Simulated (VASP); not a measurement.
# Rh (Fm-3m) in VASP: further runs, part 2 of 2

VASP 6.6.1.

### 4 Single point, r2SCAN+D3(BJ)

This run uses another cell than the first one, of 13.54 Å³/atom, 1.020 times its volume.

Input file POSCAR:

```
Rh
1.0
    0.0000000000      1.8916188300      1.8916188300
    1.8916188300      0.0000000000      1.8916188300
    1.8916188300      1.8916188300      0.0000000000
Rh
1
Direct
    0.0000000000      0.0000000000      0.0000000000
```

Input file INCAR.step1:

```
ALGO     = Normal         # electronic algorithm
EDIFF    = 1E-5           # SCF threshold, eV
ENCUT    = 580            # plane-wave cutoff, eV
GGA      = PE             # functional
GGA_COMPAT= False        
ISMEAR   = -1             # smearing method
LASPH    = True           # aspherical terms in the spheres
LCHARG   = False          # write CHGCAR
LREAL    = False          # projectors in reciprocal space
LWAVE    = True           # write WAVECAR
NBANDS   = 14             # bands
NELM     = 120            # most SCF steps
PREC     = Accurate       # precision mode
SIGMA    = 0.05           # smearing width, eV
```

Input file INCAR.step2:

```
ALGO     = Normal         # electronic algorithm
EDIFF    = 1E-6           # SCF threshold, eV
ENCUT    = 580            # plane-wave cutoff, eV
GGA_COMPAT= False        
ISIF     = 2              # what is computed and relaxed
ISMEAR   = -1             # smearing method
ISTART   = 1            
IVDW     = 12             # dispersion correction
LASPH    = True           # aspherical terms in the spheres
LCHARG   = False          # write CHGCAR
LMIXTAU  = True         
LREAL    = False          # projectors in reciprocal space
LWAVE    = False          # write WAVECAR
METAGGA  = R2SCAN         # meta-GGA
NBANDS   = 14             # bands
NELM     = 120            # most SCF steps
PREC     = Accurate       # precision mode
SIGMA    = 0.05           # smearing width, eV
VDW_A1   = 0.49484001   
VDW_A2   = 5.73083694   
VDW_S6   = 1.0          
VDW_S8   = 0.78981345
```

Input file KPOINTS:

```
k-points
0
Gamma
  12 12 12
```

Potentials or basis: VASP PAW PBE potentials, release 64 (Rh_sv_GW).

The run is started by

```bash
$ cat potpaw_PBE.64/Rh_sv_GW/POTCAR > POTCAR
$ cp INCAR.step1 INCAR
$ mpirun -np 1 vasp_std > vasp.out
$ cp INCAR.step2 INCAR
$ mpirun -np 1 vasp_std > vasp.out
```

OUTCAR:

```text
EDIFF = 1E-6
   ENCUT = 580
   ISIF = 2
   ISMEAR = -1
   ISTART = 1
   IVDW = 12
   LASPH = True
   LREAL = False
   METAGGA = R2SCAN
   NELM = 120
   PREC = Accurate
 IVDW          = 12

 ion  position               nearest neighbor table
   1  0.000  0.000  0.000-

  LATTYP: Found a face centered cubic cell.
 ALAT       =     3.7832376600

  Lattice vectors:

 A1 = (   0.0000000000,   1.8916188300,   1.8916188300)
 A2 = (   1.8916188300,   0.0000000000,   1.8916188300)
 A3 = (   1.8916188300,   1.8916188300,   0.0000000000)

Analysis of symmetry for initial positions (statically):
=====================================================================
 Subroutine PRICEL returns:
 Original cell was already a primitive cell.

 Routine SETGRP: Setting up the symmetry group for a
 face centered cubic supercell.

 Subroutine GETGRP returns: Found 48 space group operations
 (whereof 48 operations were pure point group operations)
 out of a pool of 48 trial point group operations.

The static configuration has the point symmetry O_h .

Analysis of symmetry for dynamics (positions and initial velocities):
=====================================================================
 Subroutine PRICEL returns:
 Original cell was already a primitive cell.

 Routine SETGRP: Setting up the symmetry group for a
 face centered cubic supercell.

 Subroutine GETGRP returns: Found 48 space group operations
 (whereof 48 operations were pure point group operations)
 out of a pool of 48 trial point group operations.

The dynamic configuration has the point symmetry O_h .

 Subroutine INISYM returns: Found 48 space group operations
 (whereof 48 operations are pure point group operations),
 and found     1 'primitive' translations

----------------------------------------------------------------------------------------

                                     Primitive cell

  volume of cell :      13.5373

  direct lattice vectors                    reciprocal lattice vectors
     0.000000000  1.891618830  1.891618830    -0.264323865  0.264323865  0.264323865
     1.891618830  0.000000000  1.891618830     0.264323865 -0.264323865  0.264323865
     1.891618830  1.891618830  0.000000000     0.264323865  0.264323865 -0.264323865

  length of vectors
     2.675153004  2.675153004  2.675153004     0.457822364  0.457822364  0.457822364

  position of ions in fractional coordinates (direct lattice)
     0.000000000  0.000000000  0.000000000

  ion indices of the primitive-cell ions
   primitive index   ion index
                 1           1

----------------------------------------------------------------------------------------

 KPOINTS: k-points

Automatic generation of k-mesh.
 Grid dimensions read from file:
 generate k-points for:   12   12   12

 Generating k-lattice:

  Cartesian coordinates                     Fractional coordinates (reciprocal lattice)
    -0.022026989  0.022026989  0.022026989     0.083333333  0.000000000  0.000000000
     0.022026989 -0.022026989  0.022026989     0.000000000  0.083333333  0.000000000
     0.022026989  0.022026989 -0.022026989     0.000000000  0.000000000  0.083333333

  Length of vectors
     0.038151864  0.038151864  0.038151864

  Shift w.r.t. Gamma in fractional coordinates (k-lattice)
     0.000000000  0.000000000  0.000000000

 Subroutine IBZKPT returns following result:
 ===========================================

 Found     72 irreducible k-points:

 Following reciprocal coordinates:
            Coordinates               Weight
  0.000000  0.000000  0.000000      1.000000
  0.083333  0.000000  0.000000      8.000000
  0.166667  0.000000  0.000000      8.000000
  0.250000  0.000000  0.000000      8.000000
  0.333333  0.000000  0.000000      8.000000
  0.416667  0.000000  0.000000      8.000000
[... 16 lines left out ...]
  0.500000  0.166667  0.000000     24.000000
 -0.416667  0.166667  0.000000     24.000000
 [... further k-points ...]
   k-points           NKPTS =     72   k-points in BZ     NKDIM =     72   number of bands    NBANDS=     14
   number of dos      NEDOS =    301   number of ions     NIONS =      1
   total plane-waves  NPLWV =  13824
   dimension x,y,z NGX =    24 NGY =   24 NGZ =   24
   dimension x,y,z NGXF=    48 NGYF=   48 NGZF=   48
   ions per type =               1
   NGX,Y,Z   is equivalent  to a cutoff of  14.91, 14.91, 14.91 a.u.
   NGXF,Y,Z  is equivalent  to a cutoff of  29.83, 29.83, 29.83 a.u.
 SYSTEM =  unknown system
   PREC   = accura    normal or accurate (medium, high low for compatibility)
   ISTART =      1    job   : 0-new  1-cont  2-samecut
   ICHARG =      0    charge: 1-file 2-atom 10-const
   ISPIN  =      1    spin polarized calculation?
   LNONCOLLINEAR =      F non collinear calculations
   LSORBIT =      F    spin-orbit coupling
   LASPH  =      T    aspherical Exc in radial PAW
   ENCUT  =  580.0 eV  42.63 Ry    6.53 a.u.   5.25  5.25  5.25*2*pi/ulx,y,z
   NELM   =    120;   NELMIN=  2; NELMDL=  0     # of ELM steps
   EDIFF  = 0.1E-05   stopping-criterion for ELM
   LREAL  =      F    real-space projection
   EDIFFG = 0.1E-04   stopping-criterion for IOM
   NSW    =      0    number of steps for IOM
   IBRION =     -1    ionic relax: 0-MD 1-quasi-New 2-CG
   NFREE  =      0    steps in history (QN), initial steepest desc. (CG)
   ISIF   =      2    stress and relaxation
   ISYM   =      2    0-nonsym 1-usesym 2-fastsym
   POTIM  = 0.5000    time-step for ionic-motion
   TEBEG  =    0.0;   TEEND  =   0.0 temperature during run
   PSTRESS=    0.0 pullay stress
   NELECT =      17.0000    total number of electrons
   NUPDOWN=      -1.0000    fix difference up-down
   EMIN   =  10.00;   EMAX   =-10.00  energy-range for DOS
   EFERMI =   0.00;   METHOD = LEGACY
   ISMEAR =    -1;   SIGMA  =   0.05  broadening in eV -4-tet -1-fermi 0-gaus
   EFERMI_NEDOS =   21; number of points for ismear=-14 and -15
   IALGO  =     38    algorithm
   IMIX   =      4    mixing-type and parameters
     AMIX     =   0.40;   BMIX     =  1.00
     AMIX_MAG =   1.60;   BMIX_MAG =  1.00
  volume/ion in A,a.u.               =      13.54        91.35
  Fermi-wavevector in a.u.,A,eV,Ry     =   1.766231  3.337693 42.444355  3.119572
  Thomas-Fermi vector in A             =   2.833855
   LORBIT       =      0    0 simple, 1 ext, 2 COOP (PROOUT), +10 PAW based schemes
   METAGGA = R2SCAN    functional components
   LHFCALC =     F    Hartree Fock is set to
   AEXX    =    0.0000 exact exchange contribution
   IVDW    =    12    specifies the selected vdW correction
   LEPSILON=     F    determine dielectric tensor
   LRPA    =     F    only Hartree local field effects (RPA)
 non-spin polarized calculation
  energy-cutoff  :      580.00
  volume of cell :       13.54
 maximum number of plane-waves:       444
 NGX is ok and might be reduce to    24
   NGX = 11   NGY = 11   NGZ = 11

 number of electron      17.0000002 magnetization

 Free energy of the ion-electron system (eV)
  ---------------------------------------------------
  ext. energy  EPLUGINS =         0.00000000
  ---------------------------------------------------
  free energy    TOTEN  =       -23.28474766 eV

  energy without entropy =      -23.27660277  energy(sigma->0) =      -23.28067521

 E-fermi :  10.9631     XC(G=0): -15.3972

 val. band max:       10.9001598846   @ k =  -0.3333   0.3333   0.0000
 cond. band min:      10.9739529796   @ k =   0.3333   0.1667   0.0000
 fundamental gap:      0.0737930950
 Fermi energy:        10.9630821994

 k-point     1 :       0.0000    0.0000    0.0000
  band No.  band energies     occupation
      1     -70.2890      2.00000
      2     -36.8934      2.00000
      3     -36.8934      2.00000
      4     -36.8934      2.00000
      5       2.6816      2.00000
      6       7.6991      2.00000
      7       7.6991      2.00000
      8       7.6991      2.00000
      9       9.8459      2.00000
     10       9.8459      2.00000
     11      27.4043      0.00000
     12      33.1365      0.00000
     13      33.1365      0.00000
     14      33.1365      0.00000
[... 375 lines left out ...]
 k-point    24 :      -0.4167    0.1667    0.0000
  band No.  band energies     occupation
      1     -70.1448      2.00000
      2     -37.6415      2.00000
      3     -37.1571      2.00000
      4     -37.0377      2.00000
      5       5.2621      2.00000
      6       6.9678      2.00000
      7       8.2900      2.00000
      8       8.8038      2.00000
      9      11.2175      0.01227
     10      15.3770      0.00000
     11      20.3051      0.00000
     12      27.7049      0.00000
     13      30.6988      0.00000
     14      32.4732      0.00000

 [... further k-points ...]

------------------------ aborting loop because EDIFF is reached ----------------------------------------

 Edisp (eV)   -0.30990

 E8    (eV) :    -0.1099

  FORCE on cell =-STRESS in cart. coord.  units (eV):
  Direction    XX          YY          ZZ          XY          YZ          ZX
  --------------------------------------------------------------------------------------
  -------------------------------------------------------------------------------------
  Total      -0.14014    -0.14014    -0.14014    -0.00000    -0.00000     0.00000
  in kB     -16.58638   -16.58638   -16.58638    -0.00000    -0.00000     0.00000
  external pressure =      -16.59 kB  Pullay stress =        0.00 kB

 VOLUME and BASIS-vectors are now :
 -----------------------------------------------------------------------------
  energy-cutoff  :      580.00
  volume of cell :       13.54
      direct lattice vectors                 reciprocal lattice vectors
     0.000000000  1.891618830  1.891618830    -0.264323865  0.264323865  0.264323865
     1.891618830  0.000000000  1.891618830     0.264323865 -0.264323865  0.264323865
     1.891618830  1.891618830  0.000000000     0.264323865  0.264323865 -0.264323865

 POSITION                                       TOTAL-FORCE (eV/Angst)
 -----------------------------------------------------------------------------------
      0.00000      0.00000      0.00000        -0.000000      0.000000     -0.000000
 -----------------------------------------------------------------------------------
    total drift:                               -0.000000      0.000000     -0.000000

  FREE ENERGIE OF THE ION-ELECTRON SYSTEM (eV)
  ---------------------------------------------------
  free  energy   TOTEN  =       -23.5946479131 eV

  energy  without entropy=      -23.5865030221  energy(sigma->0) =      -23.59057547
```

Wall time 99 s (1 thread of AMD EPYC 7R13 (Zen 3), shared host); peak memory 0.14 GiB.

What came out:

```yaml
Free_energy: -23.5946 eV
Pressure: -1.7 GPa
Dispersion_energy_per_atom: -0.310 eV
```

Caveat: the PAW data sets were made with another functional, which shifts forces and pressure a little; pairwise dispersion overbinds metals, which lowers pressure and volume.

### 5 Single point, r2SCAN

This run uses another cell than the first one, of 13.62 Å³/atom, 1.026 times its volume.

Input file POSCAR:

```
Rh
1.0
    0.0000000000      1.8952590690      1.8952590690
    1.8952590690      0.0000000000      1.8952590690
    1.8952590690      1.8952590690      0.0000000000
Rh
1
Direct
    0.0000000000      0.0000000000      0.0000000000
```

Input file INCAR.step1:

```
SYSTEM = Rh
PREC = Accurate
ENCUT = 580
ISMEAR = -1
SIGMA = 0.05
LREAL = .False.
LASPH = .True.
NELM = 120
NBANDS = 14
GGA = PE
ALGO = Normal
EDIFF = 1E-5
LWAVE = .True.
LCHARG = .False.
GGA_COMPAT = .False.
```

Input file INCAR.step2:

```
SYSTEM = Rh
PREC = Accurate
ENCUT = 580
EDIFF = 1E-6
ISMEAR = -1
SIGMA = 0.05
LREAL = .False.
LASPH = .True.
NELM = 120
ALGO = Normal
ISIF = 2
LWAVE = .False.
LCHARG = .False.
METAGGA = R2SCAN
LMIXTAU = .True.
NBANDS = 14
ISTART = 1
GGA_COMPAT = .False.
```

Input file KPOINTS:

```
Automatic mesh
0
Gamma
  12 12 12
  0 0 0
```

The run is started by

```bash
$ cat potpaw_PBE.64/Rh_sv_GW/POTCAR > POTCAR
$ cp INCAR.step1 INCAR
$ mpirun -np 1 vasp_std > vasp.out
$ cp INCAR.step2 INCAR
$ mpirun -np 1 vasp_std > vasp.out
```

Run time: 62 s. Hardware: 1 thread of AMD EPYC 9R14 (Zen 4), shared host; peak memory 0.13 GiB.

It converged, with:

- Free energy: -23.2862 eV
- Pressure: 0.3 GPa

Levels at points of the mesh, in eV from the Fermi level:
| k point | band 5 | band 6 | band 7 | band 8 | band 9 | band 10 | band 11 | band 12 |
| --- | --- | --- | --- | --- | --- | --- | --- | --- |
| (0.00, 0.00, 0.00) | -8.24 | -3.23 | -3.23 | -3.23 | -1.11 | -1.11 | 16.45 | 22.15 |
| (0.50, 0.00, 0.00) | -6.42 | -3.35 | -3.35 | 0.57 | 0.57 | 0.88 | 9.19 | 16.06 |
| (0.50, 0.50, 0.00) | -6.65 | -6.27 | 0.50 | 1.04 | 1.04 | 3.48 | 12.99 | 14.01 |

Caveat: the PAW data sets were made with another functional, which shifts forces and pressure a little.

### 6 Single point, RPBE+D3(BJ)

This run uses another cell than the first one, of 12.40 Å³/atom, 0.934 times its volume.

Input file INCAR:

```
SYSTEM = Rh
  ALGO = Normal
  EDIFF = 1E-6
  ENCUT = 520
  GGA = RP
  ISIF = 2
  ISMEAR = -1
  IVDW = 12
  LASPH = .True.
  LCHARG = .False.
  LREAL = .False.
  LWAVE = .False.
  NBANDS = 14
  NELM = 60
  PREC = Accurate
  SIGMA = 0.05
```

Input file KPOINTS:

```
k-points
0
Gamma
  12 12 12
  0 0 0
```

Input file POSCAR:

```
Rh
1.0
    0.0000000000      1.8370746125      1.8370746125
    1.8370746125      0.0000000000      1.8370746125
    1.8370746125      1.8370746125      0.0000000000
Rh
1
Direct
    0.0000000000      0.0000000000      0.0000000000
```

Potentials or basis: VASP PAW PBE potentials, release 64 (Rh_pv).

The run is started by

```bash
$ cat potpaw_PBE.64/Rh_pv/POTCAR > POTCAR
$ mpirun -np 1 vasp_std > vasp.out
```

Wall time 17 s (1 thread of Intel Xeon 8259CL, shared host); peak memory 0.14 GiB.

It converged, with:

```yaml
Free_energy: -10.2057 eV
Pressure: 0.2 GPa
Dispersion_energy_per_atom: -3.839 eV
```

Levels at points of the mesh, in eV from the Fermi level:
```csv
k point,band 3,band 4,band 5,band 6,band 7,band 8,band 9,band 10,band 11,band 12
"(0.00, 0.00, 0.00)",-46.61,-8.72,-3.64,-3.64,-3.64,-1.19,-1.19,15.85,20.22,21.93
"(0.50, 0.00, 0.00)",-46.75,-7.04,-3.74,-3.74,0.64,0.65,0.65,9.78,15.41,20.22
"(0.50, 0.50, 0.00)",-46.98,-7.38,-6.97,0.61,1.15,1.15,3.44,13.66,13.96,13.96
```

Caveat: the PAW data sets were made with another functional, which shifts forces and pressure a little; pairwise dispersion overbinds metals, which lowers pressure and volume.

### 7 The runs side by side

```csv
level,potentials or basis,cell,cutoff (eV),second run,gap on the mesh (eV),pressure (GPa)
r2SCAN,"VASP PAW PBE potentials, release 64 (Rh_sv_GW)","a = 2.657 Å, angles 60.0°, 1 atom",580,valence_matched,none,8.4
LDA,"VASP PAW LDA potentials, release 64 (Rh_sv_GW)","a = 2.702 Å, angles 60.0°, 1 atom",530,valence_matched,none,-16.9
r2SCAN+D3(BJ),"VASP PAW PBE potentials, release 64 (Rh_sv_GW)","a = 2.675 Å, angles 60.0°, 1 atom",580,valence_matched,none,-1.7
r2SCAN,"VASP PAW PBE potentials, release 64 (Rh_sv_GW)","a = 2.680 Å, angles 60.0°, 1 atom",580,valence_matched,none,0.3
RPBE+D3(BJ),"VASP PAW PBE potentials, release 64 (Rh_pv)","a = 2.598 Å, angles 60.0°, 1 atom",520,-,none,0.2
```

Alike in all rows: task single point; no spin polarisation; k mesh 12 × 12 × 12; smearing fermi-dirac 0.05 eV.

Caveats: the PAW data sets were made with another functional, which shifts forces and pressure a little (some runs); pairwise dispersion overbinds metals, which lowers pressure and volume (some runs).

Absolute energies hang on the potentials; compare differences alone.
